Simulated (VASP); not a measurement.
# TaSi2 (P6_222) in VASP: further runs

TaSi2 is run at these levels: PBE; tasks: single point, relaxation of cell and atoms.

Program: VASP 6.6.1. These are calculated values, not measurements. Logs are shortened: lines on timing, memory, paths and dates and some standing lists are left out, and cuts for length are marked.

### Step 1. The cell of the first run

The structure is hexagonal, space group P6_222 (No. 180). Conventional cell: a = 4.804 Å, b = 4.804 Å, c = 6.608 Å, α = 90.00°, β = 90.00°, γ = 120.00°. Ta (site symmetry 222) has 10 Si at 2.62 to 2.84 Å and 4 Ta at 3.26 Å within 3.5 Å. Within 3.4 Å of Si (site symmetry 2) lie 9 Si at 2.57 to 3.34 Å and 5 Ta at 2.62 to 2.84 Å.

### Step 2. Single point, PBE

Input file INCAR:

```
PREC     = Accurate       # precision mode
ENCUT    = 520            # plane-wave cutoff, eV
EDIFF    = 1E-6           # SCF threshold, eV
ISMEAR   = 0              # smearing method
SIGMA    = 0.1            # smearing width, eV
LREAL    = False          # projectors in reciprocal space
LASPH    = True           # aspherical terms in the spheres
NELM     = 100            # most SCF steps
ALGO     = Normal         # electronic algorithm
ISIF     = 2              # what is computed and relaxed
LWAVE    = False          # write WAVECAR
LCHARG   = False          # write CHGCAR
GGA      = PE             # functional
NBANDS   = 38             # bands
```

Input file KPOINTS:

```
Automatic mesh
0
Gamma
  6 6 4
```

Input file POSCAR:

```
TaSi2
1.0
    4.8043645148      0.0000000000      0.0000000000
   -2.4021822574      4.1607017189      0.0000000000
    0.0000000000      0.0000000000      6.6079302150
Ta Si
3 6
Direct
    0.5000000000      0.0000000000      0.5000000000
    0.5000000000      0.5000000000      0.8333333333
    0.0000000000      0.5000000000      0.1666666667
    0.1592894668      0.3185789336      0.5000000000
    0.8407105332      0.1592894668      0.8333333333
    0.6814210664      0.8407105332      0.1666666667
    0.8407105332      0.6814210664      0.5000000000
    0.1592894668      0.8407105332      0.8333333333
    0.3185789336      0.1592894668      0.1666666667
```

Potentials or basis: VASP PAW PBE potentials, release 64 (Ta_pv, Si).

Launch:

```
$ cat potpaw_PBE.64/Ta_pv/POTCAR potpaw_PBE.64/Si/POTCAR > POTCAR
$ mpirun -np 1 vasp_std > vasp.out
```

OUTCAR:

```text
PREC = Accurate
   ENCUT = 520
   EDIFF = 1E-6
   ISMEAR = 0
   LREAL = False
   LASPH = True
   NELM = 100
   ISIF = 2
   GGA = PE

 ion  position               nearest neighbor table
   1  0.500  0.000  0.500-   6 2.62   9 2.62   8 2.62   5 2.62   4 2.74   7 2.74   7 2.74   4 2.74
                             4 2.84   7 2.84   2 3.26   2 3.26   3 3.26   3 3.26
   2  0.500  0.500  0.833-   4 2.62   7 2.62   6 2.62   9 2.62   8 2.74   5 2.74   8 2.74   5 2.74
                             8 2.84   5 2.84   1 3.26   1 3.26   3 3.26   3 3.26
   3  0.000  0.500  0.167-   4 2.62   7 2.62   5 2.62   8 2.62   6 2.74   9 2.74   9 2.74   6 2.74
                             6 2.84   9 2.84   1 3.26   1 3.26   2 3.26   2 3.26
   4  0.159  0.319  0.500-   5 2.57   9 2.57   3 2.62   2 2.62   7 2.65   1 2.74   1 2.74   1 2.84
                             7 2.84   7 2.84
   5  0.841  0.159  0.833-   4 2.57   6 2.57   1 2.62   3 2.62   8 2.65   2 2.74   2 2.74   2 2.84
                             8 2.84   8 2.84
   6  0.681  0.841  0.167-   7 2.57   5 2.57   1 2.62   2 2.62   9 2.65   3 2.74   3 2.74   3 2.84
                             9 2.84   9 2.84
   7  0.841  0.681  0.500-   8 2.57   6 2.57   3 2.62   2 2.62   4 2.65   1 2.74   1 2.74   1 2.84
                             4 2.84   4 2.84
   8  0.159  0.841  0.833-   7 2.57   9 2.57   1 2.62   3 2.62   5 2.65   2 2.74   2 2.74   2 2.84
                             5 2.84   5 2.84
   9  0.319  0.159  0.167-   4 2.57   8 2.57   1 2.62   2 2.62   6 2.65   3 2.74   3 2.74   3 2.84
                             6 2.84   6 2.84

  LATTYP: Found a hexagonal cell.
 ALAT       =     4.8043645148
 C/A-ratio  =     1.3754015114

  Lattice vectors:

 A1 = (   4.8043645148,   0.0000000000,   0.0000000000)
 A2 = (  -2.4021822574,   4.1607017189,   0.0000000000)
 A3 = (   0.0000000000,   0.0000000000,   6.6079302150)

Analysis of symmetry for initial positions (statically):
=====================================================================
 Subroutine PRICEL returns:
 Original cell was already a primitive cell.

 Routine SETGRP: Setting up the symmetry group for a
 hexagonal supercell.

 Subroutine GETGRP returns: Found 12 space group operations
 (whereof  4 operations were pure point group operations)
 out of a pool of 24 trial point group operations.

The static configuration has the point symmetry D_2 .
 The point group associated with its full space group is D_6 .

Analysis of symmetry for dynamics (positions and initial velocities):
=====================================================================
 Subroutine PRICEL returns:
 Original cell was already a primitive cell.

 Routine SETGRP: Setting up the symmetry group for a
 hexagonal supercell.

 Subroutine GETGRP returns: Found 12 space group operations
 (whereof  4 operations were pure point group operations)
 out of a pool of 24 trial point group operations.

The dynamic configuration has the point symmetry D_2 .
 The point group associated with its full space group is D_6 .

 Subroutine INISYM returns: Found 12 space group operations
 (whereof  4 operations are pure point group operations),
 and found     1 'primitive' translations

----------------------------------------------------------------------------------------

                                     Primitive cell

  volume of cell :     132.0894

  direct lattice vectors                    reciprocal lattice vectors
     4.804364515  0.000000000  0.000000000     0.208144073  0.120172037  0.000000000
    -2.402182257  4.160701719  0.000000000     0.000000000  0.240344074  0.000000000
     0.000000000  0.000000000  6.607930215     0.000000000  0.000000000  0.151333317

  length of vectors
     4.804364515  4.804364515  6.607930215     0.240344074  0.240344074  0.151333317

  position of ions in fractional coordinates (direct lattice)
     0.500000000  0.000000000  0.500000000
     0.500000000  0.500000000  0.833333333
     0.000000000  0.500000000  0.166666667
     0.159289467  0.318578934  0.500000000
     0.840710533  0.159289467  0.833333333
     0.681421066  0.840710533  0.166666667
     0.840710533  0.681421066  0.500000000
     0.159289467  0.840710533  0.833333333
     0.318578934  0.159289467  0.166666667

  ion indices of the primitive-cell ions
   primitive index   ion index
                 1           1
                 2           2
                 3           3
                 4           4
                 5           5
                 6           6
                 7           7
                 8           8
                 9           9

----------------------------------------------------------------------------------------

 KPOINTS: Automatic mesh

Automatic generation of k-mesh.
 Grid dimensions read from file:
 generate k-points for:    6    6    4

 Generating k-lattice:

  Cartesian coordinates                     Fractional coordinates (reciprocal lattice)
     0.034690679  0.020028673  0.000000000     0.166666667 -0.000000000  0.000000000
     0.000000000  0.040057346  0.000000000     0.000000000  0.166666667  0.000000000
     0.000000000  0.000000000  0.037833329     0.000000000  0.000000000  0.250000000

  Length of vectors
     0.040057346  0.040057346  0.037833329

  Shift w.r.t. Gamma in fractional coordinates (k-lattice)
     0.000000000  0.000000000  0.000000000

 Subroutine IBZKPT returns following result:
 ===========================================

 Found     21 irreducible k-points:

 Following reciprocal coordinates:
            Coordinates               Weight
  0.000000  0.000000  0.000000      1.000000
  0.166667  0.000000  0.000000      6.000000
  0.333333 -0.000000  0.000000      6.000000
  0.500000  0.000000  0.000000      3.000000
  0.166667  0.166667  0.000000      6.000000
  0.333333  0.166667  0.000000     12.000000
[... 13 lines left out ...]
  0.333333  0.166667  0.500000     12.000000
  0.333333  0.333333  0.500000      2.000000
   k-points           NKPTS =     21   k-points in BZ     NKDIM =     21   number of bands    NBANDS=     38
   number of dos      NEDOS =    301   number of ions     NIONS =      9
   total plane-waves  NPLWV =  64800
   dimension x,y,z NGX =    36 NGY =   36 NGZ =   50
   dimension x,y,z NGXF=    72 NGYF=   72 NGZF=  100
   ions per type =               3   6
   NGX,Y,Z   is equivalent  to a cutoff of  12.46, 12.46, 12.58 a.u.
   NGXF,Y,Z  is equivalent  to a cutoff of  24.91, 24.91, 25.16 a.u.
 SYSTEM =  unknown system
   PREC   = accura    normal or accurate (medium, high low for compatibility)
   ISTART =      0    job   : 0-new  1-cont  2-samecut
   ICHARG =      2    charge: 1-file 2-atom 10-const
   ISPIN  =      1    spin polarized calculation?
   LNONCOLLINEAR =      F non collinear calculations
   LSORBIT =      F    spin-orbit coupling
   LASPH  =      T    aspherical Exc in radial PAW
   ENCUT  =  520.0 eV  38.22 Ry    6.18 a.u.   8.93  8.93 12.29*2*pi/ulx,y,z
   NELM   =    100;   NELMIN=  2; NELMDL= -5     # of ELM steps
   EDIFF  = 0.1E-05   stopping-criterion for ELM
   LREAL  =      F    real-space projection
[... 7 lines left out ...]
   TEBEG  =    0.0;   TEEND  =   0.0 temperature during run
   PSTRESS=    0.0 pullay stress
   NELECT =      57.0000    total number of electrons
   NUPDOWN=      -1.0000    fix difference up-down
   EMIN   =  10.00;   EMAX   =-10.00  energy-range for DOS
   EFERMI =   0.00;   METHOD = LEGACY
   ISMEAR =     0;   SIGMA  =   0.10  broadening in eV -4-tet -1-fermi 0-gaus
   EFERMI_NEDOS =   21; number of points for ismear=-14 and -15
   IALGO  =     38    algorithm
   IMIX   =      4    mixing-type and parameters
     AMIX     =   0.40;   BMIX     =  1.00
     AMIX_MAG =   1.60;   BMIX_MAG =  1.00
  volume/ion in A,a.u.               =      14.68        99.04
  Fermi-wavevector in a.u.,A,eV,Ry     =   1.237116  2.337810 20.823121  1.530456
  Thomas-Fermi vector in A             =   2.371697
   LORBIT       =      0    0 simple, 1 ext, 2 COOP (PROOUT), +10 PAW based schemes
   GGA     = PE    functional components
   LHFCALC =     F    Hartree Fock is set to
   AEXX    =    0.0000 exact exchange contribution
   IVDW    =     0    specifies the selected vdW correction
   LEPSILON=     F    determine dielectric tensor
   LRPA    =     F    only Hartree local field effects (RPA)
 non-spin polarized calculation
 Gauss-broadening in eV      SIGMA  =   0.10
  energy-cutoff  :      520.00
  volume of cell :      132.09
 maximum number of plane-waves:      3572
 NGX is ok and might be reduce to    36
   NGX = 17   NGY = 17   NGZ = 25

 number of electron      57.0000007 magnetization

 Free energy of the ion-electron system (eV)
  ---------------------------------------------------
  ext. energy  EPLUGINS =         0.00000000
  ---------------------------------------------------
  free energy    TOTEN  =       -72.26657749 eV

  energy without entropy =      -72.24967658  energy(sigma->0) =      -72.25812703

 E-fermi :   9.2003     XC(G=0): -12.0105

 val. band max:        9.1666432388   @ k =   0.3333   0.1667   0.5000
 cond. band min:       9.2918419962   @ k =   0.3333   0.1667   0.2500
 fundamental gap:      0.1251987573
 Fermi energy:         9.2003040984

 k-point     1 :       0.0000    0.0000    0.0000
  band No.  band energies     occupation
      1     -25.2033      2.00000
      2     -25.2021      2.00000
      3     -25.2021      2.00000
      4     -25.1361      2.00000
      5     -25.1361      2.00000
      6     -25.0490      2.00000
[... 30 lines left out ...]
     37      13.0495      0.00000
     38      13.1423      0.00000

 k-point     2 :       0.1667    0.0000    0.0000
  band No.  band energies     occupation
      1     -25.2283      2.00000
      2     -25.2073      2.00000
      3     -25.1800      2.00000
      4     -25.1385      2.00000
      5     -25.1327      2.00000
      6     -25.0535      2.00000
[... 30 lines left out ...]
     37      12.8772      0.00000
     38      13.0680      0.00000

 k-point     3 :       0.3333   -0.0000    0.0000
  band No.  band energies     occupation
      1     -25.2465      2.00000
      2     -25.2166      2.00000
      3     -25.1694      2.00000
      4     -25.1434      2.00000
      5     -25.1247      2.00000
      6     -25.0560      2.00000
[... 30 lines left out ...]
     37      12.8536      0.00000
     38      13.3721      0.00000

 k-point     4 :       0.5000    0.0000    0.0000
  band No.  band energies     occupation
      1     -25.2528      2.00000
      2     -25.2209      2.00000
      3     -25.1671      2.00000
      4     -25.1458      2.00000
      5     -25.1209      2.00000
      6     -25.0603      2.00000
[... 30 lines left out ...]
     37      12.5942      0.00000
     38      13.2125      0.00000
[... 580 lines left out ...]
      4     -25.1448      2.00000
      5     -25.0977      2.00000
      6     -25.0760      2.00000
[... 30 lines left out ...]
     37      12.8086      0.00000
     38      12.9668      0.00000

 k-point    20 :       0.3333    0.1667    0.5000
  band No.  band energies     occupation
      1     -25.2441      2.00000
      2     -25.2155      2.00000
      3     -25.2059      2.00000
      4     -25.1384      2.00000
      5     -25.0986      2.00000
      6     -25.0704      2.00000
[... 30 lines left out ...]
     37      12.6309      0.00000
     38      12.9330      0.00000

 k-point    21 :       0.3333    0.3333    0.5000
  band No.  band energies     occupation
      1     -25.2418      2.00000
      2     -25.2177      2.00000
      3     -25.2177      2.00000
      4     -25.1169      2.00000
      5     -25.1169      2.00000
      6     -25.0676      2.00000
[... 30 lines left out ...]
     37      12.6641      0.00000
     38      12.6683      0.00000

------------------------ aborting loop because EDIFF is reached ----------------------------------------

  FORCE on cell =-STRESS in cart. coord.  units (eV):
  Direction    XX          YY          ZZ          XY          YZ          ZX
  --------------------------------------------------------------------------------------
  -------------------------------------------------------------------------------------
  Total       -0.1162115     -0.1162115     -0.1319316     -0.0000000      0.0000000      0.0000000
  in kB       -1.4095858     -1.4095858     -1.6002631     -0.0000000      0.0000000      0.0000000
  external PRESSURE =      -1.4731449 kB  Pullay stress =       0.0000000 kB

 VOLUME and BASIS-vectors are now :
 -----------------------------------------------------------------------------
  energy-cutoff  :      520.00
  volume of cell :      132.09
      direct lattice vectors                 reciprocal lattice vectors
     4.804364515  0.000000000  0.000000000     0.208144073  0.120172037  0.000000000
    -2.402182257  4.160701719  0.000000000     0.000000000  0.240344074  0.000000000
     0.000000000  0.000000000  6.607930215     0.000000000  0.000000000  0.151333317

 POSITION                                       TOTAL-FORCE (eV/Angst)
 -----------------------------------------------------------------------------------
      2.40218      0.00000      3.30397         0.000000      0.000000     -0.000000
      1.20109      2.08035      5.50661        -0.000000      0.000000      0.000000
     -1.20109      2.08035      1.10132         0.000000      0.000000     -0.000000
     -0.00000      1.32551      3.30397        -0.000000     -0.008263     -0.000000
      3.65644      0.66276      5.50661         0.007156     -0.004131     -0.000000
      1.25426      3.49795      1.10132         0.007156      0.004131     -0.000000
      2.40218      2.83519      3.30397         0.000000      0.008263     -0.000000
     -1.25426      3.49795      5.50661        -0.007156      0.004131     -0.000000
      1.14793      0.66276      1.10132        -0.007156     -0.004131     -0.000000
 -----------------------------------------------------------------------------------
    total drift:                                0.000000     -0.000000     -0.000000

  FREE ENERGIE OF THE ION-ELECTRON SYSTEM (eV)
  ---------------------------------------------------
  free  energy   TOTEN  =       -72.2665774851 eV

  energy  without entropy=      -72.2496765834  energy(sigma->0) =      -72.25812703
```

It took 48 s on 1 thread of Intel Xeon 6975P-C (Granite Rapids), shared host; peak memory 0.28 GiB.

Results:

| Property | Result |
| --- | --- |
| Free energy | -72.2666 eV |
| Pressure | -0.1 GPa |
| Largest force | 0.008 eV/Å |
| Band gap on the k mesh | zero (an odd number of electrons rules out a gap without spin polarisation) |

Forces on the atoms (eV/Å):
```
Ta   0.000  0.000  0.000
Ta   0.000  0.000  0.000
Ta   0.000  0.000  0.000
Si   0.000 -0.008  0.000
Si   0.007 -0.004  0.000
Si   0.007  0.004  0.000
Si   0.000  0.008  0.000
Si  -0.007  0.004  0.000
Si  -0.007 -0.004  0.000
```

Caveat: spin-orbit coupling is left out, which moves the levels of the heavy elements.

### Step 3. Single point, PBE

This run uses another cell than the first one, of 14.43 Å³/atom.

Input file INCAR:

```
SYSTEM = TaSi2
PREC = Accurate ; ENCUT = 520
EDIFF = 1E-6 ; ISMEAR = 0
SIGMA = 0.1 ; LREAL = .FALSE.
LASPH = .TRUE. ; NELM = 80
ALGO = Normal ; ISIF = 2
LWAVE = .FALSE. ; LCHARG = .TRUE.
GGA = PE ; LELF = .TRUE.
LVHAR = .TRUE. ; NBANDS = 38
```

Input file KPOINTS:

```
regular mesh
0
G
  6 6 4
  0 0 0
```

Input file POSCAR:

```
TaSi2
1.0
    4.7799992400      0.0000000000      0.0000000000
   -2.3899996200      4.1396007700      0.0000000000
    0.0000000000      0.0000000000      6.5640001300
Ta Si
3 6
Direct
    0.5000000000      0.0000000000      0.5000000000
    0.5000000000      0.5000000000      0.8333333300
    0.0000000000      0.5000000000      0.1666666700
    0.1666500000      0.3332999900      0.5000000000
    0.8333500000      0.1666500000      0.8333333300
    0.6667000100      0.8333500000      0.1666666700
    0.8333500000      0.6667000100      0.5000000000
    0.1666500000      0.8333500000      0.8333333300
    0.3332999900      0.1666500000      0.1666666700
```

Potentials or basis: VASP PAW PBE potentials, release 64 (Ta_pv, Si).

Launch:

```
$ cat potpaw_PBE.64/Ta_pv/POTCAR potpaw_PBE.64/Si/POTCAR > POTCAR
$ mpirun -np 1 vasp_std > vasp.out
```

It took 52 s on 1 thread of Intel Xeon 6975P-C (Granite Rapids), shared host; peak memory 0.28 GiB.

It converged, with:

```yaml
Free_energy: -72.0987 eV
Pressure: 3.7 GPa
Largest_force: 0.762 eV/Å
Band_gap_on_the_k_mesh: zero (an odd number of electrons rules out a gap without spin polarisation)
```

Forces on the atoms (eV/Å):
```
Ta   0.000  0.000  0.000
Ta   0.000  0.000  0.000
Ta   0.000  0.000  0.000
Si   0.000 -0.762  0.000
Si   0.660 -0.381  0.000
Si   0.660  0.381  0.000
Si   0.000  0.762  0.000
Si  -0.660  0.381  0.000
Si  -0.660 -0.381  0.000
```

Stress tensor (GPa, compression positive):
```
2.62 0.00 0.00
0.00 2.62 0.00
0.00 0.00 5.73
```

Levels at points of the mesh, in eV from the Fermi level:
```tsv
k point	band 26	band 27	band 28	band 29	band 30	band 31	band 32	band 33
(0.00, 0.00, 0.00)	-2.27	-2.27	-2.25	-1.79	0.56	3.13	3.13	3.44
(0.50, 0.00, 0.00)	-1.13	-0.78	-0.02	0.16	0.78	1.20	1.66	2.05
(0.00, 0.00, 0.50)	-2.03	-2.03	-1.68	1.05	1.05	2.81	2.81	3.18
(0.50, 0.00, 0.50)	-1.98	-1.71	-0.75	-0.14	1.52	1.92	2.44	2.51
```

Caveat: the cell stands under pressure; spin-orbit coupling is left out, which moves the levels of the heavy elements.

(Part 1 of 2 ends here.)
